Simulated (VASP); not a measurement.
Here is a VASP 6.6.1 calculation.

Contents of INCAR:

```
SYSTEM = Ga2AsP
ALGO = Normal
EDIFF = 1E-6
ENCUT = 500
GGA = PE
GGA_COMPAT = .FALSE.
ISIF = 2
ISMEAR = 0
LASPH = .TRUE.
LCHARG = .TRUE.
LELF = .TRUE.
LREAL = .FALSE.
LVHAR = .TRUE.
LWAVE = .FALSE.
NBANDS = 26
NELM = 120
PREC = Accurate
SIGMA = 0.01
```

Contents of KPOINTS:

```
Automatic mesh
0
Gamma
  4 4 4
  0.5 0.5 0.5
```

The input POSCAR:

```
Ga2AsP
1.0
    3.9313280010      0.0000000000      0.0000000000
    0.0000000000      3.9313280010      0.0000000000
    0.0000000000      0.0000000000      5.5531814462
P Ga As
1 2 1
Direct
    0.0000000000      0.0000000000      0.0000000000
    0.0000000000      0.5000000000      0.7585251816
    0.5000000000      0.0000000000      0.2414748184
    0.5000000000      0.5000000000      0.5000000000
```

Potentials or basis: VASP PAW PBE potentials, release 64 (P, Ga_d, As).

Run with:

```sh
$ cat potpaw_PBE.64/P/POTCAR potpaw_PBE.64/Ga_d/POTCAR potpaw_PBE.64/As/POTCAR > POTCAR
$ mpirun -np 1 vasp_std > vasp.out
```

Problem. Predict the pressure.

Solution. 2.6 GPa.

Problem. Predict the largest force.

Solution. 0.075 eV/Å.

Forces on the atoms (eV/Å):
```
P    0.000  0.000  0.000
Ga   0.000  0.000  0.075
Ga   0.000  0.000 -0.075
As   0.000  0.000  0.000
```
